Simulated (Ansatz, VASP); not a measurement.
One calculation of BiS3, two programs

```
CELL_PARAMETERS angstrom
1.83807 1.06121 7.29375
-1.83807 1.06121 7.29375
0.00000 -2.12242 7.29375
ATOMIC_POSITIONS crystal
Bi 0.39271 0.39271 0.39271
S 0.22354 0.22354 0.22354
S 0.97682 0.97682 0.97682
S 0.80542 0.80542 0.80542
```

Alike in both runs: task single point; functional PBEsol; k mesh 6 × 6 × 6; occupations gaussian, width 0.1 eV; no spin polarisation.

|  | VASP | Ansatz |
| --- | --- | --- |
| version | VASP 6.6.1 | Ansatz 0.2.0 |
| potentials or method | VASP PAW PBE potentials, release 64 (Bi_d, S), cutoff 520 eV | scalar-relativistic, plane waves, PAW |
| valence electrons in the cell | 33 | 33 |

|  | VASP | Ansatz | Ansatz less VASP |
| --- | --- | --- | --- |
| gap on the k mesh at the Fermi level (eV) | none | none | - |
| pressure (GPa) | -0.2 | -0.2 | -0.02 |
| traceless stress, the component that is largest in VASP (GPa) | -3.02 | -3.04 | -0.026 |
| rms of the force components (eV/Å) | 0.271 | 0.272 | +0.0009 |

VASP's potentials were made for PBE, not for PBEsol. Atom by atom the forces differ by 0.001 eV/Å (rms over components). A gap of «none» marks a metal or a gap that the smearing closes.

Neither program's run includes spin-orbit coupling.
